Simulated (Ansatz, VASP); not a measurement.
**One calculation of ZnS, two programs**

```
Zn S
1.0
    -3.80874    0.00000    0.00000
    -1.90437   -3.29846    0.00000
    -1.90418   -1.09938   12.46647
Zn S
4 4
Direct
  0.78127 0.78127 0.65626
  0.94792 0.94792 0.15626
  0.03129 0.03129 0.90622
  0.53127 0.53127 0.40622
  0.71890 0.71890 0.84339
  0.88555 0.88555 0.34339
  0.30209 0.30209 0.09373
  0.46878 0.46878 0.59373
```

Alike in both runs: task single point; functional r2SCAN; k mesh 7 × 7 × 2; occupations gaussian, width 0.05 eV; no spin polarisation.

```csv
,VASP,Ansatz
version,VASP 6.6.1,Ansatz 0.2.0
potentials or method,"VASP PAW PBE potentials, release 64 (Zn, S), cutoff 520 eV","scalar-relativistic, plane waves, PAW"
valence electrons in the cell,72,72
```

```csv
,VASP,Ansatz,Ansatz less VASP
gap on the k mesh at the Fermi level (eV),2.14,2.14,-0.002
least direct gap on the mesh (eV),2.15,2.14,-0.002
pressure (GPa),-0.8,-0.9,-0.03
"traceless stress, the component that is largest in VASP (GPa)",0.78,0.79,+0.005
rms of the force components (eV/Å),0.162,0.159,-0.0032
```

VASP's potentials were made for PBE, not for r2SCAN. Atom by atom the forces differ by 0.007 eV/Å (rms over components).
